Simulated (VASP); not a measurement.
Wanted: the native input for a VASP 6.6.1 run.

```
Task                   : single point
Functional             : PBE
Potentials or basis    : VASP PAW PBE potentials, release 64 (Yb)
Cutoff                 : 520 eV
k mesh                 : 10 × 10 × 10
Occupations            : fermi-dirac, width 0.1 eV
Spin                   : collinear spin
Starting moments       : [0.13] μB
Fixed moment           : 0.13 μB
Hubbard terms          : Yb f U = 5.2 eV
Dipole correction      : no
Further INCAR settings : ALGO = Normal; EDIFF = 1e-07; NBANDS = 22
```

The structure of Yb lies in POSCAR:

```
Yb
1.0
    0.0000000000      2.7431000000      2.7431000000
    2.7431000000      0.0000000000      2.7431000000
    2.7431000000      2.7431000000      0.0000000000
Yb
1
Direct
    0.0000000000      0.0000000000      0.0000000000
```

These files were run (other wordings do the same):

INCAR

```
SYSTEM = Yb
  ALGO = Normal
  EDIFF = 1E-7
  ENCUT = 520
  GGA = PE
  ISIF = 2
  ISMEAR = -1
  ISPIN = 2
  LASPH = .True.
  LCHARG = .False.
  LDAU = .True.
  LDAUJ = 0
  LDAUL = 3
  LDAUPRINT = 1
  LDAUTYPE = 2
  LDAUU = 5.2
  LMAXMIX = 6
  LORBIT = 11
  LREAL = .False.
  LWAVE = .False.
  MAGMOM = 0.13
  NBANDS = 22
  NELM = 150
  NUPDOWN = 0.13
  PREC = Accurate
  SIGMA = 0.1
```

KPOINTS

```
k-points
0
Gamma
  10 10 10
  0 0 0
```

Potentials or basis: VASP PAW PBE potentials, release 64 (Yb).

Run with:

```sh
$ cat potpaw_PBE.64/Yb/POTCAR > POTCAR
$ mpirun -np 1 vasp_std > vasp.out
```

It gave:

* Pressure: -0.4 GPa
* Net moment: 0.13 μB per cell
* Site moments: Yb +0.03 μB
* Valence electrons inside the program's atomic spheres: Yb 22.19

Caveat: the total moment is fixed, so each spin has its own Fermi level and the state may be an excited one.

Wall time 3.3 min on 1 thread of Intel Xeon 8259CL (shared host), peak memory 0.24 GiB.
